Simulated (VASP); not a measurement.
Al2Pt, 3 atoms in the cell. Symmetry: Fm-3m, No. 225, cubic system. Conventional cell: a = 5.910 Å, b = 5.910 Å, c = 5.910 Å, α = 90.00°, β = 90.00°, γ = 90.00°. Pt (site symmetry m-3m) has 8 Al at 2.56 Å within 3.4 Å. Within 3.4 Å of Al (site symmetry -43m) lie 4 Pt at 2.56 Å and 6 Al at 2.96 Å. 

* Program: VASP 6.6.1
* Task: single point
* Functional: HF
* Potentials or basis: VASP PAW PBE potentials, release 64 (Pt, Al)
* Cutoff: 520 eV
* k mesh: 4 × 4 × 4
* Occupations: fermi-dirac, width 0.05 eV
* Spin: no spin polarisation
* Dipole correction: no
* Grid for exact exchange (PRECFOCK): Normal
* Further INCAR settings: ALGO = Normal; EDIFF = 1e-06; NBANDS = 15
* Share of exact exchange: 1

Potentials or basis: VASP PAW PBE potentials, release 64 (Pt, Al).

The run is started by

```console
$ cat potpaw_PBE.64/Pt/POTCAR potpaw_PBE.64/Al/POTCAR > POTCAR
$ cp INCAR.step1 INCAR
$ mpirun -np 1 vasp_std > vasp.out
$ cp INCAR.step2 INCAR
$ mpirun -np 1 vasp_std > vasp.out
```

Hardware: 1 thread of AMD EPYC 7R13, with other jobs on the host.

Q: Estimate the wall time of this run.

A: Wall time 26 min on 1 thread of AMD EPYC 7R13, with other jobs on the host, peak memory 0.16 GiB. Counts: k points 8.
